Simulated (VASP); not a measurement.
# FePt4 (P6_3/mmc) in VASP: single point with PBE

Aim: the single point of FePt4 with PBE.

Everything below comes from runs of VASP 6.6.1. Logs are shortened: lines on timing, memory, paths and dates and some standing lists are left out, and cuts for length are marked.

### Step 1. The cell of the first run

It takes space group P6_3/mmc (No. 194, hexagonal). The conventional cell has a = 2.751 Å, b = 2.751 Å, c = 23.053 Å, α = 90.00°, β = 90.00°, γ = 120.00°. Fe (site symmetry -6m2) has 6 Pt at 2.64 Å and 6 Fe at 2.75 Å within 3.5 Å. Pt (site symmetry 3m) has 12 Pt at 2.75 to 2.91 Å within 3.6 Å. Pt (site symmetry 3m) has 3 Fe at 2.64 Å and 9 Pt at 2.75 to 2.91 Å within 3.5 Å.

### Step 2. Single point, PBE, collinear spin

INCAR

```
SYSTEM = FePt4
PREC     = Accurate       ! precision mode
ENCUT    = 520            ! plane-wave cutoff, eV
EDIFF    = 1E-7           ! SCF threshold, eV
ISMEAR   = 0              ! smearing method
SIGMA    = 0.1            ! smearing width, eV
LREAL    = .FALSE.        ! projectors in reciprocal space
LASPH    = .TRUE.         ! aspherical terms in the spheres
NELM     = 150            ! most SCF steps
ALGO     = Normal         ! electronic algorithm
ISIF     = 2              ! what is computed and relaxed
LWAVE    = .FALSE.        ! write WAVECAR
LCHARG   = .FALSE.        ! write CHGCAR
ISPIN    = 2              ! spin polarisation
MAGMOM   = 3.31 -3.31 0 0 0 0 0.31 0.31 -0.31 -0.31 ! initial moments
LORBIT   = 11             ! projections on sites
LMAXMIX  = 4              ! l up to which the mixer works
GGA      = PE             ! functional
NBANDS   = 63             ! bands
```

KPOINTS

```
Automatic mesh
0
G
  6 6 1
  0 0 0
```

POSCAR

```
FePt4
1.0
    2.7514537000      0.0000000000      0.0000000000
   -1.3757268000      2.3828288000      0.0000000000
    0.0000000000      0.0000000000     23.0525305000
Fe Pt
2 8
Direct
    0.0000000000      0.0000000000      0.0000000000
    0.3333333000      0.6666667000      0.5000000000
    0.0000000000      0.0000000000      0.8023100000
    0.0000000000      0.0000000000      0.1976900000
    0.3333333000      0.6666667000      0.3023100000
    0.3333333000      0.6666667000      0.6976900000
    0.3333333000      0.6666667000      0.9082890000
    0.3333333000      0.6666667000      0.0917110000
    0.0000000000      0.0000000000      0.4082890000
    0.0000000000      0.0000000000      0.5917110000
```

Potentials or basis: VASP PAW PBE potentials, release 64 (Fe, Pt).

Run with:

```sh
$ cat potpaw_PBE.64/Fe/POTCAR potpaw_PBE.64/Pt/POTCAR > POTCAR
$ mpirun -np 1 vasp_std > vasp.out
```

OUTCAR:

```text
SYSTEM = FePt4
   PREC = Accurate
   ENCUT = 520
   EDIFF = 1E-7
   ISMEAR = 0
   LREAL = .FALSE.
   LASPH = .TRUE.
   NELM = 150
   ISIF = 2
   ISPIN = 2
   LORBIT = 11
   GGA = PE

 ion  position               nearest neighbor table
   1  0.000  0.000  0.000-   7 2.64   8 2.64   7 2.64   8 2.64   7 2.64   8 2.64
   2  0.333  0.667  0.500-   9 2.64  10 2.64   9 2.64  10 2.64   9 2.64  10 2.64
   3  0.000  0.000  0.802-   6 2.89   6 2.89   6 2.89   7 2.91   7 2.91   7 2.91
   4  0.000  0.000  0.198-   5 2.89   5 2.89   5 2.89   8 2.91   8 2.91   8 2.91
   5  0.333  0.667  0.302-   4 2.89   4 2.89   4 2.89   9 2.91   9 2.91   9 2.91
   6  0.333  0.667  0.698-   3 2.89   3 2.89   3 2.89  10 2.91  10 2.91  10 2.91
   7  0.333  0.667  0.908-   1 2.64   1 2.64   1 2.64   3 2.91   3 2.91   3 2.91
   8  0.333  0.667  0.092-   1 2.64   1 2.64   1 2.64   4 2.91   4 2.91   4 2.91
   9  0.000  0.000  0.408-   2 2.64   2 2.64   2 2.64   5 2.91   5 2.91   5 2.91
  10  0.000  0.000  0.592-   2 2.64   2 2.64   2 2.64   6 2.91   6 2.91   6 2.91

  LATTYP: Found a hexagonal cell.
 ALAT       =     2.7514537000
 C/A-ratio  =     8.3783094369

  Lattice vectors:

 A1 = (   2.7514537000,   0.0000000000,   0.0000000000)
 A2 = (  -1.3757268000,   2.3828288000,   0.0000000000)
 A3 = (   0.0000000000,   0.0000000000,  23.0525305000)

Analysis of symmetry for initial positions (statically):
=====================================================================
 Subroutine PRICEL returns:
 Original cell was already a primitive cell.

 Routine SETGRP: Setting up the symmetry group for a
 hexagonal supercell.

 Subroutine GETGRP returns: Found 24 space group operations
 (whereof 12 operations were pure point group operations)
 out of a pool of 24 trial point group operations.

The static configuration has the point symmetry D_3h.
 The point group associated with its full space group is D_6h.

Analysis of symmetry for dynamics (positions and initial velocities):
=====================================================================
 Subroutine PRICEL returns:
 Original cell was already a primitive cell.

 Routine SETGRP: Setting up the symmetry group for a
 hexagonal supercell.

 Subroutine GETGRP returns: Found 24 space group operations
 (whereof 12 operations were pure point group operations)
 out of a pool of 24 trial point group operations.

The dynamic configuration has the point symmetry D_3h.
 The point group associated with its full space group is D_6h.

Analysis of structural, dynamic, and magnetic symmetry:
=====================================================================
 Subroutine PRICEL returns:
 Original cell was already a primitive cell.

 Routine SETGRP: Setting up the symmetry group for a
 hexagonal supercell.

 Subroutine GETGRP returns: Found 24 space group operations
 (whereof 12 operations were pure point group operations)
 out of a pool of 24 trial point group operations.

The overall configuration has the point symmetry D_3h.
 The point group associated with its full space group is D_6h.

 Subroutine INISYM returns: Found 24 space group operations
 (whereof 12 operations are pure point group operations),
 and found     1 'primitive' translations

----------------------------------------------------------------------------------------

                                     Primitive cell

  volume of cell :     151.1380

  direct lattice vectors                    reciprocal lattice vectors
     2.751453700  0.000000000  0.000000000     0.363444240  0.209834623  0.000000000
    -1.375726800  2.382828800  0.000000000     0.000000000  0.419669260  0.000000000
     0.000000000  0.000000000 23.052530500     0.000000000  0.000000000  0.043379186

  length of vectors
     2.751453700  2.751453674 23.052530500     0.419669256  0.419669260  0.043379186

  position of ions in fractional coordinates (direct lattice)
     0.000000000  0.000000000  0.000000000
     0.333333300  0.666666700  0.500000000
     0.000000000  0.000000000  0.802310000
     0.000000000  0.000000000  0.197690000
     0.333333300  0.666666700  0.302310000
     0.333333300  0.666666700  0.697690000
     0.333333300  0.666666700  0.908289000
     0.333333300  0.666666700  0.091711000
     0.000000000  0.000000000  0.408289000
     0.000000000  0.000000000  0.591711000

  ion indices of the primitive-cell ions
   primitive index   ion index
                 1           1
                 2           2
                 3           3
                 4           4
                 5           5
                 6           6
                 7           7
                 8           8
                 9           9
                10          10

[... 29 lines left out ...]
  0.166667 -0.000000  0.000000      6.000000
  0.333333 -0.000000  0.000000      6.000000
  0.500000 -0.000000  0.000000      3.000000
  0.166667  0.166667  0.000000      6.000000
  0.333333  0.166667  0.000000     12.000000
  0.333333  0.333333  0.000000      2.000000
   k-points           NKPTS =      7   k-points in BZ     NKDIM =      7   number of bands    NBANDS=     63
   number of dos      NEDOS =    301   number of ions     NIONS =     10
   total plane-waves  NPLWV =  72000
   dimension x,y,z NGX =    20 NGY =   20 NGZ =  180
   dimension x,y,z NGXF=    40 NGYF=   40 NGZF=  360
   ions per type =               2   8
   NGX,Y,Z   is equivalent  to a cutoff of  12.08, 12.08, 12.98 a.u.
   NGXF,Y,Z  is equivalent  to a cutoff of  24.17, 24.17, 25.96 a.u.
 SYSTEM =  FePt4
   PREC   = accura    normal or accurate (medium, high low for compatibility)
   ISTART =      0    job   : 0-new  1-cont  2-samecut
   ICHARG =      2    charge: 1-file 2-atom 10-const
   ISPIN  =      2    spin polarized calculation?
   LNONCOLLINEAR =      F non collinear calculations
   LSORBIT =      F    spin-orbit coupling
   LASPH  =      T    aspherical Exc in radial PAW
   ENCUT  =  520.0 eV  38.22 Ry    6.18 a.u.   5.12  5.12 42.86*2*pi/ulx,y,z
   NELM   =    150;   NELMIN=  2; NELMDL= -5     # of ELM steps
   EDIFF  = 0.1E-06   stopping-criterion for ELM
   LREAL  =      F    real-space projection
   EDIFFG = 0.1E-05   stopping-criterion for IOM
   NSW    =      0    number of steps for IOM
   IBRION =     -1    ionic relax: 0-MD 1-quasi-New 2-CG
   NFREE  =      0    steps in history (QN), initial steepest desc. (CG)
   ISIF   =      2    stress and relaxation
   ISYM   =      2    0-nonsym 1-usesym 2-fastsym
   POTIM  = 0.5000    time-step for ionic-motion
   TEBEG  =    0.0;   TEEND  =   0.0 temperature during run
   PSTRESS=    0.0 pullay stress
   NELECT =      96.0000    total number of electrons
   NUPDOWN=      -1.0000    fix difference up-down
   EMIN   =  10.00;   EMAX   =-10.00  energy-range for DOS
   EFERMI =   0.00;   METHOD = LEGACY
   ISMEAR =     0;   SIGMA  =   0.10  broadening in eV -4-tet -1-fermi 0-gaus
   EFERMI_NEDOS =   21; number of points for ismear=-14 and -15
   IALGO  =     38    algorithm
   IMIX   =      4    mixing-type and parameters
     AMIX     =   0.40;   BMIX     =  1.00
     AMIX_MAG =   1.60;   BMIX_MAG =  1.00
  volume/ion in A,a.u.               =      15.11       101.99
  Fermi-wavevector in a.u.,A,eV,Ry     =   1.407259  2.659334 26.944676  1.980378
  Thomas-Fermi vector in A             =   2.529536
   LORBIT       =     11    0 simple, 1 ext, 2 COOP (PROOUT), +10 PAW based schemes
   GGA     = PE    functional components
   LHFCALC =     F    Hartree Fock is set to
   AEXX    =    0.0000 exact exchange contribution
   IVDW    =     0    specifies the selected vdW correction
   LEPSILON=     F    determine dielectric tensor
   LRPA    =     F    only Hartree local field effects (RPA)
 spin polarized calculation
 Gauss-broadening in eV      SIGMA  =   0.10
  energy-cutoff  :      520.00
  volume of cell :      151.14
 maximum number of plane-waves:      4089
   NGX = 11   NGY = 11   NGZ = 85

 number of electron      95.9999994 magnetization       0.0000000

 Free energy of the ion-electron system (eV)
  ---------------------------------------------------
  ext. energy  EPLUGINS =         0.00000000
  ---------------------------------------------------
  free energy    TOTEN  =       -66.48501335 eV

  energy without entropy =      -66.46704798  energy(sigma->0) =      -66.47603067

 E-fermi :   9.5361     XC(G=0): -13.0991

 val. band max:        9.4617501348   @ k =   0.3333  -0.0000   0.0000
 cond. band min:       9.6455952748   @ k =   0.3333   0.3333   0.0000
 fundamental gap:      0.1838451400
 Fermi energy:         9.5361250838

 spin component 1

 k-point     1 :       0.0000    0.0000    0.0000
  band No.  band energies     occupation
      1       0.0422      1.00000
      2       0.3333      1.00000
      3       0.4131      1.00000
      4       1.0104      1.00000
      5       1.5088      1.00000
      6       1.9290      1.00000
[... 430 lines left out ...]
     59      15.2765      0.00000
     60      15.4145      0.00000
 Fermi energy:         9.5361250838

 spin component 2

 k-point     1 :       0.0000    0.0000    0.0000
  band No.  band energies     occupation
      1       0.0422      1.00000
      2       0.3333      1.00000
      3       0.4131      1.00000
      4       1.0104      1.00000
      5       1.5088      1.00000
      6       1.9290      1.00000
[... 430 lines left out ...]
     59      15.2765      0.00000
     60      15.4145      0.00000
 [bands above 60 left out]

------------------------ aborting loop because EDIFF is reached ----------------------------------------

  FORCE on cell =-STRESS in cart. coord.  units (eV):
  Direction    XX          YY          ZZ          XY          YZ          ZX
  --------------------------------------------------------------------------------------
  -------------------------------------------------------------------------------------
  Total       -1.0463491     -1.0463491     -1.3307099     -0.0000000      0.0000000     -0.0000000
  in kB      -11.0920941    -11.0920941    -14.1065342     -0.0000002      0.0000000     -0.0000000
  external PRESSURE =     -12.0969075 kB  Pullay stress =       0.0000000 kB

 VOLUME and BASIS-vectors are now :
 -----------------------------------------------------------------------------
  energy-cutoff  :      520.00
  volume of cell :      151.14
      direct lattice vectors                 reciprocal lattice vectors
     2.751453700  0.000000000  0.000000000     0.363444240  0.209834623  0.000000000
    -1.375726800  2.382828800  0.000000000     0.000000000  0.419669260  0.000000000
     0.000000000  0.000000000 23.052530500     0.000000000  0.000000000  0.043379186

 POSITION                                       TOTAL-FORCE (eV/Angst)
 -----------------------------------------------------------------------------------
      0.00000      0.00000      0.00000         0.000000     -0.000000      0.000000
     -0.00000      1.58855     11.52627        -0.000000      0.000000      0.000000
      0.00000      0.00000     18.49528        -0.000000      0.000000     -0.112674
      0.00000      0.00000      4.55725        -0.000000      0.000000      0.112674
     -0.00000      1.58855      6.96901         0.000000     -0.000000     -0.112674
     -0.00000      1.58855     16.08352         0.000000     -0.000000      0.112674
     -0.00000      1.58855     20.93836         0.000000      0.000000     -0.045741
     -0.00000      1.58855      2.11417         0.000000      0.000000      0.045741
      0.00000      0.00000      9.41209        -0.000000     -0.000000     -0.045741
      0.00000      0.00000     13.64044        -0.000000     -0.000000      0.045741
 -----------------------------------------------------------------------------------
    total drift:                                0.000115     -0.000066     -0.000000

  FREE ENERGIE OF THE ION-ELECTRON SYSTEM (eV)
  ---------------------------------------------------
  free  energy   TOTEN  =       -66.4850133495 eV

  energy  without entropy=      -66.4670479836  energy(sigma->0) =      -66.47603067

 total charge

# of ion       s       p       d       tot
------------------------------------------
    1        0.407   0.437   6.130   6.974
    2        0.407   0.437   6.130   6.974
    3        0.621   0.543   8.039   9.203
    4        0.621   0.543   8.039   9.203
    5        0.621   0.543   8.039   9.203
    6        0.621   0.543   8.039   9.203
    7        0.672   0.596   8.028   9.296
    8        0.672   0.596   8.028   9.296
    9        0.672   0.596   8.028   9.296
   10        0.672   0.596   8.028   9.296
--------------------------------------------------
tot          5.985   5.428  76.531  87.943

 magnetization (x)

# of ion       s       p       d       tot
------------------------------------------
    1        0.003  -0.004   2.965   2.965
    2       -0.003   0.004  -2.965  -2.965
    3       -0.010  -0.004   0.019   0.005
    4       -0.010  -0.004   0.019   0.005
    5        0.010   0.004  -0.019  -0.005
    6        0.010   0.004  -0.019  -0.005
    7       -0.009  -0.016   0.239   0.214
    8       -0.009  -0.016   0.239   0.214
    9        0.009   0.016  -0.239  -0.214
   10        0.009   0.016  -0.239  -0.214
--------------------------------------------------
tot          0.000   0.000  -0.000  -0.000
```

Wall time 5.2 min (1 thread of Intel Xeon Platinum 8259CL at 2.50GHz (Skylake/Cascade Lake), shared host); peak memory 0.36 GiB.

Results:

```yaml
Free_energy: -66.4850 eV
Pressure: -1.2 GPa
Largest_force: 0.113 eV/Å
Band_gap_on_the_k_mesh: zero (filled and empty bands overlap)
Net_moment: 0.00 μB per cell
Site_moments: Fe +2.96, -2.96; Pt +0.01, -0.01, +0.21, -0.21 (each value once) μB
Valence_electrons_inside_the_program's_atomic_spheres: Fe 6.97; Pt 9.20, 9.30 (each value once)
```

Forces in eV/Å, atoms in the order of the input:
```
Fe   0.000  0.000  0.000
Fe   0.000  0.000  0.000
Pt   0.000  0.000 -0.113
Pt   0.000  0.000  0.113
Pt   0.000  0.000 -0.113
Pt   0.000  0.000  0.113
Pt   0.000  0.000 -0.046
Pt   0.000  0.000  0.046
Pt   0.000  0.000 -0.046
Pt   0.000  0.000  0.046
```

Stress tensor (GPa, compression positive):
```
-1.11  0.00  0.00
 0.00 -1.11  0.00
 0.00  0.00 -1.41
```

Caveat: the k points lie up to 0.44 Å⁻¹ apart, too coarse for converged energies and pressures of a metal; spin-orbit coupling is left out, which moves the levels of the heavy elements.
